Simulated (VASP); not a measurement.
# FeS2 (Pa-3) in VASP: further runs, part 2 of 2

VASP 6.6.1.

## (3) Single point, PBEsol, collinear spin, ferromagnetic start

This run uses another cell than the first one, of 13.10 Å³/atom.

Contents of INCAR:

```
SYSTEM = FeS2
  PREC = Accurate
  ENCUT = 600
  EDIFF = 1E-6
  ISMEAR = 0
  SIGMA = 0.1
  LREAL = .False.
  LASPH = .True.
  NELM = 200
  ALGO = Normal
  ISIF = 2
  LWAVE = .False.
  LCHARG = .False.
  ISPIN = 2
  MAGMOM = 4 4 4 4 0 0 0 0 0 0 0 0
  LORBIT = 11
  LMAXMIX = 4
  GGA = PS
  NBANDS = 56
  GGA_COMPAT = .False.
```

Contents of KPOINTS:

```
regular mesh
0
Gamma
  4 4 4
  0 0 0
```

Contents of POSCAR:

```
FeS2
1.0
    5.3968238000      0.0000000000      0.0000000000
    0.0000000000      5.3968238000      0.0000000000
    0.0000000000      0.0000000000      5.3968238000
Fe S
4 8
Direct
    0.0000000000      0.5000000000      0.5000000000
    0.5000000000      0.5000000000      0.0000000000
    0.5000000000      0.0000000000      0.5000000000
    0.0000000000      0.0000000000      0.0000000000
    0.3853801400      0.1146198600      0.8853801400
    0.1146198600      0.8853801400      0.3853801400
    0.8853801400      0.3853801400      0.1146198600
    0.6146198600      0.6146198600      0.6146198600
    0.3853801400      0.3853801400      0.3853801400
    0.1146198600      0.6146198600      0.8853801400
    0.8853801400      0.1146198600      0.6146198600
    0.6146198600      0.8853801400      0.1146198600
```

Potentials or basis: VASP PAW PBE potentials, release 64 (Fe, S).

Launch:

```
> cat potpaw_PBE.64/Fe/POTCAR potpaw_PBE.64/S/POTCAR > POTCAR
> mpirun -np 1 vasp_std > vasp.out
```

OUTCAR:

```text
SYSTEM = FeS2
   PREC = Accurate
   ENCUT = 600
   EDIFF = 1E-6
   ISMEAR = 0
   LREAL = .False.
   LASPH = .True.
   NELM = 200
   ISIF = 2
   ISPIN = 2
   LORBIT = 11
   GGA = PS

 ion  position               nearest neighbor table
   1  0.000  0.500  0.500-   6 2.26   7 2.26   8 2.26   9 2.26  10 2.26  11 2.26
   2  0.500  0.500  0.000-   5 2.26   7 2.26   8 2.26   9 2.26  10 2.26  12 2.26
   3  0.500  0.000  0.500-   5 2.26   6 2.26   8 2.26   9 2.26  11 2.26  12 2.26
   4  0.000  0.000  0.000-   5 2.26   6 2.26   7 2.26  10 2.26  11 2.26  12 2.26
   5  0.385  0.115  0.885-  12 2.14   3 2.26   4 2.26   2 2.26
   6  0.115  0.885  0.385-  11 2.14   3 2.26   4 2.26   1 2.26
   7  0.885  0.385  0.115-  10 2.14   2 2.26   4 2.26   1 2.26
   8  0.615  0.615  0.615-   9 2.14   2 2.26   3 2.26   1 2.26
   9  0.385  0.385  0.385-   8 2.14   2 2.26   3 2.26   1 2.26
  10  0.115  0.615  0.885-   7 2.14   2 2.26   4 2.26   1 2.26
  11  0.885  0.115  0.615-   6 2.14   3 2.26   4 2.26   1 2.26
  12  0.615  0.885  0.115-   5 2.14   3 2.26   4 2.26   2 2.26

  LATTYP: Found a simple cubic cell.
 ALAT       =     5.3968238000

  Lattice vectors:

 A1 = (   5.3968238000,   0.0000000000,   0.0000000000)
 A2 = (   0.0000000000,   5.3968238000,   0.0000000000)
[... 1446 lines left out ...]
      0.00000      2.69841      2.69841         0.000000      0.000000     -0.000000
      2.69841      2.69841      0.00000         0.000000      0.000000     -0.000000
      2.69841      0.00000      2.69841         0.000000      0.000000     -0.000000
      0.00000      0.00000      0.00000         0.000000      0.000000     -0.000000
      2.07983      0.61858      4.77824        -0.275047      0.275047     -0.275047
      0.61858      4.77824      2.07983         0.275047     -0.275047     -0.275047
      4.77824      2.07983      0.61858        -0.275047     -0.275047      0.275047
      3.31700      3.31700      3.31700         0.275047      0.275047      0.275047
      2.07983      2.07983      2.07983        -0.275047     -0.275047     -0.275047
      0.61858      3.31700      4.77824         0.275047      0.275047     -0.275047
      4.77824      0.61858      3.31700        -0.275047      0.275047      0.275047
      3.31700      4.77824      0.61858         0.275047     -0.275047      0.275047
 -----------------------------------------------------------------------------------
    total drift:                               -0.000000      0.000000     -0.000000

  FREE ENERGIE OF THE ION-ELECTRON SYSTEM (eV)
  ---------------------------------------------------
  free  energy   TOTEN  =       -78.9936428139 eV

  energy  without entropy=      -78.9936424222  energy(sigma->0) =      -78.99364262

 total charge

# of ion       s       p       d       tot
------------------------------------------
    1        0.431   0.640   6.513   7.584
    2        0.431   0.640   6.513   7.584
    3        0.431   0.640   6.513   7.584
    4        0.431   0.640   6.513   7.584
    5        1.340   2.280   0.000   3.620
    6        1.340   2.280   0.000   3.620
    7        1.340   2.280   0.000   3.620
    8        1.340   2.280   0.000   3.620
    9        1.340   2.280   0.000   3.620
   10        1.340   2.280   0.000   3.620
   11        1.340   2.280   0.000   3.620
   12        1.340   2.280   0.000   3.620
--------------------------------------------------
tot         12.447  20.796  26.053  59.296

 magnetization (x)

# of ion       s       p       d       tot
------------------------------------------
    1        0.000   0.000   0.000   0.000
    2        0.000   0.000   0.000   0.000
    3        0.000   0.000   0.000   0.000
    4        0.000   0.000   0.000   0.000
    5       -0.000  -0.000   0.000  -0.000
    6       -0.000  -0.000   0.000  -0.000
    7       -0.000  -0.000   0.000  -0.000
    8       -0.000  -0.000   0.000  -0.000
    9       -0.000  -0.000   0.000  -0.000
   10       -0.000  -0.000   0.000  -0.000
   11       -0.000  -0.000   0.000  -0.000
   12       -0.000  -0.000   0.000  -0.000
--------------------------------------------------
tot         -0.000  -0.000   0.000   0.000
```

OSZICAR:

```text
N       E                     dE             d eps       ncg     rms          rms(c)
DAV:   1     0.821461837993E+03    0.82146E+03   -0.37144E+04  2472   0.169E+03
DAV:   2     0.408761622107E+02   -0.78059E+03   -0.74129E+03  2464   0.411E+02
DAV:   3    -0.717475358220E+02   -0.11262E+03   -0.10364E+03  3120   0.160E+02
DAV:   4    -0.802005715857E+02   -0.84530E+01   -0.82633E+01  3200   0.448E+01
DAV:   5    -0.805285914766E+02   -0.32802E+00   -0.32767E+00  3432   0.832E+00    0.492E+01
DAV:   6    -0.107245432688E+03   -0.26717E+02   -0.15016E+02  3416   0.132E+02    0.593E+01
DAV:   7    -0.766330314543E+02    0.30612E+02   -0.78120E+01  3216   0.138E+02    0.197E+01
DAV:   8    -0.792910274691E+02   -0.26580E+01   -0.20008E+01  3416   0.171E+01    0.922E+00
DAV:   9    -0.790208815176E+02    0.27015E+00   -0.95410E-01  3416   0.818E+00    0.478E+00
DAV:  10    -0.790166144460E+02    0.42671E-02   -0.10725E-01  3424   0.238E+00    0.222E+00
DAV:  11    -0.789920536553E+02    0.24561E-01   -0.56514E-02  3456   0.222E+00    0.935E-01
DAV:  12    -0.789930829156E+02   -0.10293E-02   -0.67545E-03  3360   0.445E-01    0.484E-01
DAV:  13    -0.789936558333E+02   -0.57292E-03   -0.83964E-04  3560   0.214E-01    0.228E-01
DAV:  14    -0.789936407092E+02    0.15124E-04   -0.20476E-04  3344   0.743E-02    0.136E-01
DAV:  15    -0.789936405939E+02    0.11528E-06   -0.49468E-05  3512   0.419E-02    0.315E-02
DAV:  16    -0.789936424151E+02   -0.18213E-05   -0.85534E-06  2440   0.196E-02    0.163E-02
DAV:  17    -0.789936428139E+02   -0.39875E-06   -0.47222E-07  1648   0.592E-03
   1 F= -.78993643E+02 E0= -.78993643E+02  d E =-.391745E-06  mag=     0.0003
```

stdout:

```text
POSCAR found type information on POSCAR FeS
 POSCAR found :  2 types and      12 ions
 scaLAPACK will be used
 -----------------------------------------------------------------------------
|                                                                             |
|                                                                             |
|     You enforced a specific xc type in the INCAR file but a different       |
|     I HOPE YOU KNOW WHAT YOU ARE DOING!                                     |
|                                                                             |
 -----------------------------------------------------------------------------

 LDA part: xc-table for (Slater+PW92), standard interpolation
 POSCAR, INCAR and KPOINTS ok, starting setup
 FFT: planning ... GRIDC
 FFT: planning ... GRID_SOFT
 FFT: planning ... GRID
 WAVECAR not read
 entering main loop
```

Wall time 5.5 min (1 thread of Intel Xeon 8259CL, shared host); peak memory 0.49 GiB.

What came out:

* Free energy: -78.9936 eV
* Pressure: -5.9 GPa
* Largest force: 0.476 eV/Å
* Band gap on the k mesh: 0.63 eV (least direct gap 0.66 eV)
* Net moment: 0.00 μB per cell
* Valence electrons inside the program's atomic spheres: Fe 7.58; S 3.62

Forces in eV/Å, atoms in the order of the input:
```
Fe   0.000  0.000  0.000
Fe   0.000  0.000  0.000
Fe   0.000  0.000  0.000
Fe   0.000  0.000  0.000
S   -0.275  0.275 -0.275
S    0.275 -0.275 -0.275
S   -0.275 -0.275  0.275
S    0.275  0.275  0.275
S   -0.275 -0.275 -0.275
S    0.275  0.275 -0.275
S   -0.275  0.275  0.275
S    0.275 -0.275  0.275
```

Levels at points of the mesh, in eV from the valence-band top:
Spin up:
```
           k point  band 38  band 39  band 40  band 41  band 42  band 43
(0.00, 0.00, 0.00)    -0.30    -0.30    -0.03     0.63     1.54     1.54
(0.50, 0.00, 0.00)    -0.14    -0.01    -0.01     1.53     1.53     1.74
(0.50, 0.50, 0.00)    -0.11    -0.11    -0.11     1.84     1.84     1.84
(0.50, 0.50, 0.50)    -0.35    -0.35    -0.35     1.42     1.42     1.42
```
Spin down:
| k point | band 37 | band 38 | band 39 | band 40 | band 41 | band 42 | band 43 | band 44 |
| --- | --- | --- | --- | --- | --- | --- | --- | --- |
| (0.00, 0.00, 0.00) | -0.30 | -0.30 | -0.30 | -0.03 | 0.63 | 1.54 | 1.54 | 1.54 |
| (0.50, 0.00, 0.00) | -0.14 | -0.14 | -0.01 | -0.01 | 1.53 | 1.53 | 1.74 | 1.74 |
| (0.50, 0.50, 0.00) | -0.11 | -0.11 | -0.11 | -0.11 | 1.84 | 1.84 | 1.84 | 1.84 |
| (0.50, 0.50, 0.50) | -0.34 | -0.34 | -0.34 | -0.34 | 1.42 | 1.42 | 1.42 | 1.42 |

Caveat: the cell stands under tension; the moments typed at the start vanished in this run; the PAW data sets were made with another functional, which shifts forces and pressure a little.
